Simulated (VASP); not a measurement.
Crystal: CuO.

```xyz
2
Lattice="0.0000 2.2797 2.2797 2.2797 0.0000 2.2797 2.2797 2.2797 0.0000" Properties=species:S:1:pos:R:3 pbc="T T T"
Cu    0.0000    0.0000    0.0000
O     1.1399    1.1399    1.1399
```

Base run:

- Program: VASP 6.6.1
- Functional: BLYP
- Potentials or basis: VASP PAW PBE potentials, release 64 (Cu, O)
- Cutoff: 520 eV
- k mesh: 10 × 10 × 10
- Occupations: fermi-dirac, width 0.05 eV
- Spin: no spin polarisation

Its results: pressure 2.5 GPa.

The run is repeated on the same cell with these changes: functional from BLYP to PBE. What comes out?

Pressure -2.4 GPa.

PBE binds more tightly than BLYP, so the same cell stands under less pressure.

Caveats: an odd number of electrons without spin polarisation forces a metal; a magnetic or distorted state may lie lower; the PAW data sets were made with another functional, which shifts forces and pressure a little (some runs).
